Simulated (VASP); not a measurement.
# ZrH3 (Pm-3m) in VASP: further runs

ZrH3 is run at these levels: r2SCAN+D3(BJ); tasks: single point.

All numbers are computed with VASP 6.6.1; they aren't measurements. Logs are shortened: lines on timing, memory, paths and dates and some standing lists are left out, and cuts for length are marked.

## 1. The cell of the first run

Symmetry: Pm-3m, No. 221, cubic system. The conventional cell has a = 3.126 Å, b = 3.126 Å, c = 3.126 Å, α = 90.00°, β = 90.00°, γ = 90.00°. Within 2.9 Å of Zr (site symmetry m-3m) lie 12 H at 2.21 Å. H (site symmetry 4/mmm) has 4 Zr at 2.21 Å and 8 H at 2.21 Å within 2.9 Å.

## 2. Single point, r2SCAN+D3(BJ)

The input, POSCAR:

```
ZrH3
1.0
    3.1260380000      0.0000000000      0.0000000000
    0.0000000000      3.1260380000      0.0000000000
    0.0000000000      0.0000000000      3.1260380000
Zr H
1 3
Direct
    0.0000000000      0.0000000000      0.0000000000
    0.0000000000      0.5000000000      0.5000000000
    0.5000000000      0.0000000000      0.5000000000
    0.5000000000      0.5000000000      0.0000000000
```

The input, INCAR.step1:

```
SYSTEM = ZrH3
  PREC = Accurate
  ENCUT = 520
  ISMEAR = -1
  SIGMA = 0.3
  LREAL = .FALSE.
  LASPH = .TRUE.
  NELM = 100
  NBANDS = 16
  GGA = PE
  ALGO = Normal
  EDIFF = 1E-4
  LWAVE = .TRUE.
  LCHARG = .FALSE.
```

The input, INCAR.step2:

```
SYSTEM = ZrH3
  PREC = Accurate
  ENCUT = 520
  EDIFF = 1E-6
  ISMEAR = -1
  SIGMA = 0.3
  LREAL = .FALSE.
  LASPH = .TRUE.
  NELM = 100
  ALGO = Normal
  ISIF = 2
  LWAVE = .FALSE.
  LCHARG = .TRUE.
  METAGGA = R2SCAN
  LMIXTAU = .TRUE.
  IVDW = 12
  VDW_S6 = 1.0
  VDW_S8 = 0.78981345
  VDW_A1 = 0.49484001
  VDW_A2 = 5.73083694
  LELF = .TRUE.
  LVHAR = .TRUE.
  NBANDS = 16
  ISTART = 1
```

The input, KPOINTS:

```
regular mesh
0
G
  3 3 3
  0 0 0
```

Potentials or basis: VASP PAW PBE potentials, release 64 (Zr_sv, H).

Launch:

```bash
$ cat potpaw_PBE.64/Zr_sv/POTCAR potpaw_PBE.64/H/POTCAR > POTCAR
$ cp INCAR.step1 INCAR
$ mpirun -np 1 vasp_std > vasp.out
$ cp INCAR.step2 INCAR
$ mpirun -np 1 vasp_std > vasp.out
```

OUTCAR:

```text
SYSTEM = ZrH3
   PREC = Accurate
   ENCUT = 520
   EDIFF = 1E-6
   ISMEAR = -1
   LREAL = .FALSE.
   LASPH = .TRUE.
   NELM = 100
   ISIF = 2
   METAGGA = R2SCAN
   IVDW = 12
   ISTART = 1
 IVDW          = 12

 ion  position               nearest neighbor table
   1  0.000  0.000  0.000-   2 2.21   3 2.21   4 2.21   2 2.21   3 2.21   2 2.21   4 2.21   2 2.21
                             3 2.21   4 2.21   3 2.21   4 2.21
   2  0.000  0.500  0.500-   1 2.21   1 2.21   1 2.21   1 2.21
   3  0.500  0.000  0.500-   1 2.21   1 2.21   1 2.21   1 2.21
   4  0.500  0.500  0.000-   1 2.21   1 2.21   1 2.21   1 2.21

  LATTYP: Found a simple cubic cell.
 ALAT       =     3.1260380000

  Lattice vectors:

 A1 = (   3.1260380000,   0.0000000000,   0.0000000000)
 A2 = (   0.0000000000,   3.1260380000,   0.0000000000)
 A3 = (   0.0000000000,   0.0000000000,   3.1260380000)

Analysis of symmetry for initial positions (statically):
=====================================================================
 Subroutine PRICEL returns:
 Original cell was already a primitive cell.

 Routine SETGRP: Setting up the symmetry group for a
 simple cubic supercell.

 Subroutine GETGRP returns: Found 48 space group operations
 (whereof 48 operations were pure point group operations)
 out of a pool of 48 trial point group operations.

The static configuration has the point symmetry O_h .

Analysis of symmetry for dynamics (positions and initial velocities):
=====================================================================
 Subroutine PRICEL returns:
 Original cell was already a primitive cell.

 Routine SETGRP: Setting up the symmetry group for a
 simple cubic supercell.

 Subroutine GETGRP returns: Found 48 space group operations
 (whereof 48 operations were pure point group operations)
 out of a pool of 48 trial point group operations.

The dynamic configuration has the point symmetry O_h .

 Subroutine INISYM returns: Found 48 space group operations
 (whereof 48 operations are pure point group operations),
 and found     1 'primitive' translations

----------------------------------------------------------------------------------------

                                     Primitive cell

  volume of cell :      30.5480

  direct lattice vectors                    reciprocal lattice vectors
     3.126038000  0.000000000  0.000000000     0.319893744  0.000000000  0.000000000
     0.000000000  3.126038000  0.000000000     0.000000000  0.319893744  0.000000000
     0.000000000  0.000000000  3.126038000     0.000000000  0.000000000  0.319893744

  length of vectors
     3.126038000  3.126038000  3.126038000     0.319893744  0.319893744  0.319893744

  position of ions in fractional coordinates (direct lattice)
     0.000000000  0.000000000  0.000000000
     0.000000000  0.500000000  0.500000000
     0.500000000  0.000000000  0.500000000
     0.500000000  0.500000000  0.000000000

  ion indices of the primitive-cell ions
   primitive index   ion index
                 1           1
                 2           2
                 3           3
                 4           4

----------------------------------------------------------------------------------------

 KPOINTS: regular mesh

Automatic generation of k-mesh.
 Grid dimensions read from file:
 generate k-points for:    3    3    3

 Generating k-lattice:

  Cartesian coordinates                     Fractional coordinates (reciprocal lattice)
     0.106631248  0.000000000  0.000000000     0.333333333  0.000000000  0.000000000
     0.000000000  0.106631248  0.000000000     0.000000000  0.333333333  0.000000000
     0.000000000  0.000000000  0.106631248     0.000000000  0.000000000  0.333333333

  Length of vectors
     0.106631248  0.106631248  0.106631248

  Shift w.r.t. Gamma in fractional coordinates (k-lattice)
     0.000000000  0.000000000  0.000000000

 Subroutine IBZKPT returns following result:
 ===========================================

 Found      4 irreducible k-points:

 Following reciprocal coordinates:
            Coordinates               Weight
  0.000000  0.000000  0.000000      1.000000
  0.333333  0.000000  0.000000      6.000000
  0.333333  0.333333  0.000000     12.000000
  0.333333  0.333333  0.333333      8.000000
   k-points           NKPTS =      4   k-points in BZ     NKDIM =      4   number of bands    NBANDS=     16
   number of dos      NEDOS =    301   number of ions     NIONS =      4
   total plane-waves  NPLWV =  13824
   dimension x,y,z NGX =    24 NGY =   24 NGZ =   24
   dimension x,y,z NGXF=    48 NGYF=   48 NGZF=   48
   ions per type =               1   3
   NGX,Y,Z   is equivalent  to a cutoff of  12.76, 12.76, 12.76 a.u.
   NGXF,Y,Z  is equivalent  to a cutoff of  25.53, 25.53, 25.53 a.u.
 SYSTEM =  ZrH3
   PREC   = accura    normal or accurate (medium, high low for compatibility)
   ISTART =      1    job   : 0-new  1-cont  2-samecut
   ICHARG =      0    charge: 1-file 2-atom 10-const
   ISPIN  =      1    spin polarized calculation?
   LNONCOLLINEAR =      F non collinear calculations
   LSORBIT =      F    spin-orbit coupling
   LASPH  =      T    aspherical Exc in radial PAW
   ENCUT  =  520.0 eV  38.22 Ry    6.18 a.u.   5.81  5.81  5.81*2*pi/ulx,y,z
   NELM   =    100;   NELMIN=  2; NELMDL=  0     # of ELM steps
   EDIFF  = 0.1E-05   stopping-criterion for ELM
   LREAL  =      F    real-space projection
   EDIFFG = 0.1E-04   stopping-criterion for IOM
   NSW    =      0    number of steps for IOM
   IBRION =     -1    ionic relax: 0-MD 1-quasi-New 2-CG
   NFREE  =      0    steps in history (QN), initial steepest desc. (CG)
   ISIF   =      2    stress and relaxation
   ISYM   =      2    0-nonsym 1-usesym 2-fastsym
   POTIM  = 0.5000    time-step for ionic-motion
   TEBEG  =    0.0;   TEEND  =   0.0 temperature during run
   PSTRESS=    0.0 pullay stress
   NELECT =      15.0000    total number of electrons
   NUPDOWN=      -1.0000    fix difference up-down
   EMIN   =  10.00;   EMAX   =-10.00  energy-range for DOS
   EFERMI =   0.00;   METHOD = LEGACY
   ISMEAR =    -1;   SIGMA  =   0.30  broadening in eV -4-tet -1-fermi 0-gaus
   EFERMI_NEDOS =   21; number of points for ismear=-14 and -15
   IALGO  =     38    algorithm
   IMIX   =      4    mixing-type and parameters
     AMIX     =   0.40;   BMIX     =  1.00
     AMIX_MAG =   1.60;   BMIX_MAG =  1.00
  volume/ion in A,a.u.               =       7.64        51.54
  Fermi-wavevector in a.u.,A,eV,Ry     =   1.291549  2.440674 22.695874  1.668100
  Thomas-Fermi vector in A             =   2.423312
   LORBIT       =      0    0 simple, 1 ext, 2 COOP (PROOUT), +10 PAW based schemes
   METAGGA = R2SCAN    functional components
   LHFCALC =     F    Hartree Fock is set to
   AEXX    =    0.0000 exact exchange contribution
   IVDW    =    12    specifies the selected vdW correction
   LEPSILON=     F    determine dielectric tensor
   LRPA    =     F    only Hartree local field effects (RPA)
 non-spin polarized calculation
  energy-cutoff  :      520.00
  volume of cell :       30.55
 maximum number of plane-waves:       824
 NGX is ok and might be reduce to    24
   NGX = 11   NGY = 11   NGZ = 11

 number of electron      15.0000002 magnetization

 Free energy of the ion-electron system (eV)
  ---------------------------------------------------
  ext. energy  EPLUGINS =         0.00000000
  ---------------------------------------------------
  free energy    TOTEN  =       -34.39145055 eV

  energy without entropy =      -34.19585229  energy(sigma->0) =      -34.29365142

 E-fermi :   8.6763     XC(G=0): -11.8532

 val. band max:        7.4896821427   @ k =   0.3333   0.3333   0.0000
 cond. band min:       9.5629126997   @ k =   0.3333   0.0000   0.0000
 fundamental gap:      2.0732305570
 Fermi energy:         8.6763358984

 k-point     1 :       0.0000    0.0000    0.0000
  band No.  band energies     occupation
      1     -43.1712      2.00000
      2     -20.1792      2.00000
      3     -20.1792      2.00000
      4     -20.1792      2.00000
      5      -2.8113      2.00000
      6       3.3558      2.00000
[... 8 lines left out ...]
     15      16.6618      0.00000
     16      22.0045      0.00000

 k-point     2 :       0.3333    0.0000    0.0000
  band No.  band energies     occupation
      1     -43.1159      2.00000
      2     -20.7763      2.00000
      3     -20.1294      2.00000
      4     -20.1294      2.00000
      5      -0.8756      2.00000
      6       2.6849      2.00000
[... 8 lines left out ...]
     15      20.0554      0.00000
     16      24.1020      0.00000

 k-point     3 :       0.3333    0.3333    0.0000
  band No.  band energies     occupation
      1     -43.0626      2.00000
      2     -20.7016      2.00000
      3     -20.6729      2.00000
      4     -20.0815      2.00000
      5       0.3639      2.00000
      6       3.2998      2.00000
[... 8 lines left out ...]
     15      21.4173      0.00000
     16      22.7581      0.00000

 k-point     4 :       0.3333    0.3333    0.3333
  band No.  band energies     occupation
      1     -43.0112      2.00000
      2     -20.6294      2.00000
      3     -20.5910      2.00000
      4     -20.5910      2.00000
      5       1.0264      2.00000
      6       2.7977      2.00000
[... 8 lines left out ...]
     15      19.3505      0.00000
     16      19.3505      0.00000

------------------------ aborting loop because EDIFF is reached ----------------------------------------

 Edisp (eV)   -0.39437

 E8    (eV) :    -0.1280

  FORCE on cell =-STRESS in cart. coord.  units (eV):
  Direction    XX          YY          ZZ          XY          YZ          ZX
  --------------------------------------------------------------------------------------
  -------------------------------------------------------------------------------------
  Total      -0.41448    -0.41448    -0.41448     0.00000     0.00000     0.00000
  in kB     -21.73846   -21.73846   -21.73846     0.00000     0.00000     0.00000
  external pressure =      -21.74 kB  Pullay stress =        0.00 kB

 VOLUME and BASIS-vectors are now :
 -----------------------------------------------------------------------------
  energy-cutoff  :      520.00
  volume of cell :       30.55
      direct lattice vectors                 reciprocal lattice vectors
     3.126038000  0.000000000  0.000000000     0.319893744  0.000000000  0.000000000
     0.000000000  3.126038000  0.000000000     0.000000000  0.319893744  0.000000000
     0.000000000  0.000000000  3.126038000     0.000000000  0.000000000  0.319893744

 POSITION                                       TOTAL-FORCE (eV/Angst)
 -----------------------------------------------------------------------------------
      0.00000      0.00000      0.00000         0.000000      0.000000      0.000000
      0.00000      1.56302      1.56302         0.000000      0.000000      0.000000
      1.56302      0.00000      1.56302         0.000000      0.000000      0.000000
      1.56302      1.56302      0.00000         0.000000      0.000000      0.000000
 -----------------------------------------------------------------------------------
    total drift:                               -0.000000      0.000000      0.000000

  FREE ENERGIE OF THE ION-ELECTRON SYSTEM (eV)
  ---------------------------------------------------
  free  energy   TOTEN  =       -34.7858200859 eV

  energy  without entropy=      -34.5902218215  energy(sigma->0) =      -34.68802095
```

Wall time 11 s (1 thread of Intel Xeon 6975P-C (Granite Rapids), shared host); peak memory 0.15 GiB.

Results:

| Quantity | Value |
| --- | --- |
| Free energy | -34.7858 eV |
| Pressure | -2.2 GPa |
| Dispersion energy per atom | -0.099 eV |

Levels at points of the mesh, in eV from the Fermi level:
| k point | band 3 | band 4 | band 5 | band 6 | band 7 | band 8 | band 9 | band 10 | band 11 | band 12 |
| --- | --- | --- | --- | --- | --- | --- | --- | --- | --- | --- |
| (0.00, 0.00, 0.00) | -28.86 | -28.86 | -11.49 | -5.32 | -5.32 | 3.26 | 3.26 | 3.26 | 5.07 | 5.07 |

Caveat: the k points lie up to 0.67 Å⁻¹ apart; three body term missing; the PAW data sets were made with another functional, which shifts forces and pressure a little; pairwise dispersion overbinds metals, which lowers pressure and volume.

## 3. Single point, r2SCAN+D3(BJ)

POSCAR is that of step 2.

The input, INCAR.step1:

```
PREC = Accurate ; ENCUT = 520
ISMEAR = -1 ; SIGMA = 0.3
LREAL = F ; LASPH = T
NELM = 100 ; NBANDS = 16
GGA = PE ; ALGO = Normal
EDIFF = 1E-4 ; LWAVE = T
LCHARG = F
```

The input, INCAR.step2:

```
PREC = Accurate ; ENCUT = 520
EDIFF = 1E-7 ; ISMEAR = -1
SIGMA = 0.3 ; LREAL = F
LASPH = T ; NELM = 100
ALGO = Normal ; ISIF = 2
LWAVE = F ; LCHARG = F
METAGGA = R2SCAN ; LMIXTAU = T
IVDW = 12 ; VDW_S6 = 1.0
VDW_S8 = 0.78981345 ; VDW_A1 = 0.49484001
VDW_A2 = 5.73083694 ; NBANDS = 16
ISTART = 1
```

The input, KPOINTS:

```
Automatic mesh
0
Gamma
  4 4 4
```

Potentials or basis: VASP PAW PBE potentials, release 64 (Zr_sv, H).

Launch:

```bash
$ cat potpaw_PBE.64/Zr_sv/POTCAR potpaw_PBE.64/H/POTCAR > POTCAR
$ cp INCAR.step1 INCAR
$ mpirun -np 1 vasp_std > vasp.out
$ cp INCAR.step2 INCAR
$ mpirun -np 1 vasp_std > vasp.out
```

OUTCAR:

```text
PREC = Accurate
   ENCUT = 520
   EDIFF = 1E-7
   ISMEAR = -1
   LREAL = F
   LASPH = T
   NELM = 100
   ISIF = 2
   METAGGA = R2SCAN
   IVDW = 12
   ISTART = 1
 IVDW          = 12

 ion  position               nearest neighbor table
   1  0.000  0.000  0.000-   2 2.21   3 2.21   4 2.21   2 2.21   3 2.21   2 2.21   4 2.21   2 2.21
                             3 2.21   4 2.21   3 2.21   4 2.21
   2  0.000  0.500  0.500-   1 2.21   1 2.21   1 2.21   1 2.21
   3  0.500  0.000  0.500-   1 2.21   1 2.21   1 2.21   1 2.21
   4  0.500  0.500  0.000-   1 2.21   1 2.21   1 2.21   1 2.21

  LATTYP: Found a simple cubic cell.
 ALAT       =     3.1260380000

  Lattice vectors:

 A1 = (   3.1260380000,   0.0000000000,   0.0000000000)
 A2 = (   0.0000000000,   3.1260380000,   0.0000000000)
 A3 = (   0.0000000000,   0.0000000000,   3.1260380000)

Analysis of symmetry for initial positions (statically):
=====================================================================
 Subroutine PRICEL returns:
 Original cell was already a primitive cell.

 Routine SETGRP: Setting up the symmetry group for a
 simple cubic supercell.

[... 159 lines left out ...]
 fundamental gap:      0.2792194060
 Fermi energy:         8.1076177487

 k-point     1 :       0.0000    0.0000    0.0000
  band No.  band energies     occupation
      1     -43.2513      2.00000
      2     -20.2549      2.00000
      3     -20.2549      2.00000
      4     -20.2549      2.00000
      5      -2.7770      2.00000
      6       3.3621      2.00000
[... 167 lines left out ...]
      3     -20.7775      2.00000
      4     -20.7775      2.00000
      5       1.6834      2.00000
      6       1.6834      2.00000
[... 8 lines left out ...]
     15      16.6460      0.00000
     16      16.6460      0.00000

------------------------ aborting loop because EDIFF is reached ----------------------------------------

 Edisp (eV)   -0.39437

 E8    (eV) :    -0.1280

  FORCE on cell =-STRESS in cart. coord.  units (eV):
  Direction    XX          YY          ZZ          XY          YZ          ZX
  --------------------------------------------------------------------------------------
  -------------------------------------------------------------------------------------
  Total      -0.41514    -0.41514    -0.41514    -0.00000    -0.00000     0.00000
  in kB     -21.77332   -21.77332   -21.77332    -0.00000    -0.00000     0.00000
  external pressure =      -21.77 kB  Pullay stress =        0.00 kB

 VOLUME and BASIS-vectors are now :
 -----------------------------------------------------------------------------
  energy-cutoff  :      520.00
  volume of cell :       30.55
      direct lattice vectors                 reciprocal lattice vectors
     3.126038000  0.000000000  0.000000000     0.319893744  0.000000000  0.000000000
     0.000000000  3.126038000  0.000000000     0.000000000  0.319893744  0.000000000
     0.000000000  0.000000000  3.126038000     0.000000000  0.000000000  0.319893744

 POSITION                                       TOTAL-FORCE (eV/Angst)
 -----------------------------------------------------------------------------------
      0.00000      0.00000      0.00000         0.000000      0.000000      0.000000
      0.00000      1.56302      1.56302         0.000000      0.000000      0.000000
      1.56302      0.00000      1.56302         0.000000      0.000000      0.000000
      1.56302      1.56302      0.00000         0.000000      0.000000      0.000000
 -----------------------------------------------------------------------------------
    total drift:                                0.000000      0.000000      0.000000

  FREE ENERGIE OF THE ION-ELECTRON SYSTEM (eV)
  ---------------------------------------------------
  free  energy   TOTEN  =       -34.8281825431 eV

  energy  without entropy=      -34.5295668265  energy(sigma->0) =      -34.67887468
```

OSZICAR.step1:

```text
N       E                     dE             d eps       ncg     rms          rms(c)
DAV:   1     0.980785310757E+02    0.98079E+02   -0.76901E+03   320   0.894E+02
DAV:   2    -0.173304747672E+02   -0.11541E+03   -0.10730E+03   440   0.256E+02
DAV:   3    -0.212759874517E+02   -0.39455E+01   -0.39006E+01   448   0.417E+01
DAV:   4    -0.213464364318E+02   -0.70449E-01   -0.70434E-01   376   0.471E+00
DAV:   5    -0.213495303569E+02   -0.30939E-02   -0.30939E-02   440   0.660E-01    0.164E+01
DAV:   6    -0.199304213486E+02    0.14191E+01   -0.11299E+00   360   0.937E+00    0.631E+00
DAV:   7    -0.197916614394E+02    0.13876E+00   -0.37897E-01   392   0.494E+00    0.114E+00
DAV:   8    -0.197986098136E+02   -0.69484E-02   -0.61342E-02   384   0.237E+00    0.962E-01
DAV:   9    -0.197952783928E+02    0.33314E-02   -0.51022E-03   384   0.776E-01    0.682E-02
DAV:  10    -0.197952447955E+02    0.33597E-04   -0.50950E-04   360   0.170E-01
   1 F= -.19795245E+02 E0= -.19629140E+02  d E =-.332210E+00
```

Wall time 18 s (1 thread of Intel Xeon 6975P-C (Granite Rapids), shared host); peak memory 0.15 GiB.

Results:

```yaml
Free_energy: -34.8282 eV
Pressure: -2.2 GPa
Dispersion_energy_per_atom: -0.099 eV
```

Caveat: the k points lie up to 0.50 Å⁻¹ apart; three body term missing; the PAW data sets were made with another functional, which shifts forces and pressure a little; pairwise dispersion overbinds metals, which lowers pressure and volume.
